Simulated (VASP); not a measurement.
Input of a VASP 6.6.1 run:

INCAR

```
SYSTEM = LiCl
PREC     = Accurate       ! precision mode
ENCUT    = 600            ! plane-wave cutoff, eV
EDIFF    = 1E-6           ! SCF threshold, eV
ISMEAR   = -1             ! smearing method
SIGMA    = 0.05           ! smearing width, eV
LREAL    = .FALSE.        ! projectors in reciprocal space
LASPH    = .TRUE.         ! aspherical terms in the spheres
NELM     = 60             ! most SCF steps
ALGO     = Normal         ! electronic algorithm
ISIF     = 3              ! what is computed and relaxed
LWAVE    = .FALSE.        ! write WAVECAR
LCHARG   = .FALSE.        ! write CHGCAR
GGA      = PE             ! functional
IBRION   = 2              ! ionic algorithm
NSW      = 100            ! ionic steps
EDIFFG   = -0.005         ! ionic threshold
```

KPOINTS

```
regular mesh
0
G
  14 14 14
  0 0 0
```

Contents of POSCAR:

```
LiCl
1.0
    0.0000000000      2.2781928034      2.2781928034
    2.2781928034      0.0000000000      2.2781928034
    2.2781928034      2.2781928034      0.0000000000
Li Cl
1 1
Direct
    0.0000000000      0.0000000000      0.0000000000
    0.5000000000      0.5000000000      0.5000000000
```

Potentials or basis: VASP PAW PBE potentials, release 64 (Li_sv, Cl).

The run is started by

```bash
$ cat potpaw_PBE.64/Li_sv/POTCAR potpaw_PBE.64/Cl/POTCAR > POTCAR
$ mpirun -np 1 vasp_std > vasp.out
```

**Question.** What does it give for the band gap on the k mesh?

**Answer.** 6.33 eV.

**Question.** What does it give for the relaxed volume?

**Answer.** 16.96 Å³/atom.

**Question.** What does it give for the relaxed cell?

**Answer.** a = 3.634 Å, b = 3.634 Å, c = 3.634 Å, α = 60.00°, β = 60.00°, γ = 60.00°.

Final structure:
```xyz
2
Lattice="0.0000 2.5695 2.5695 2.5695 0.0000 2.5695 2.5695 2.5695 0.0000" Properties=species:S:1:pos:R:3 pbc="T T T"
Li    2.5695    2.5695    0.0000
Cl    2.5695    2.5695    2.5695
```

Caveat: the cutoff is under 1.25 times the usual one of these potentials, so pressure, stress and relaxed cells hold a basis-set (Pulay) error; the volume moved by over 15 % at a fixed basis, so the end points are rough. A k mesh can miss the band edges.
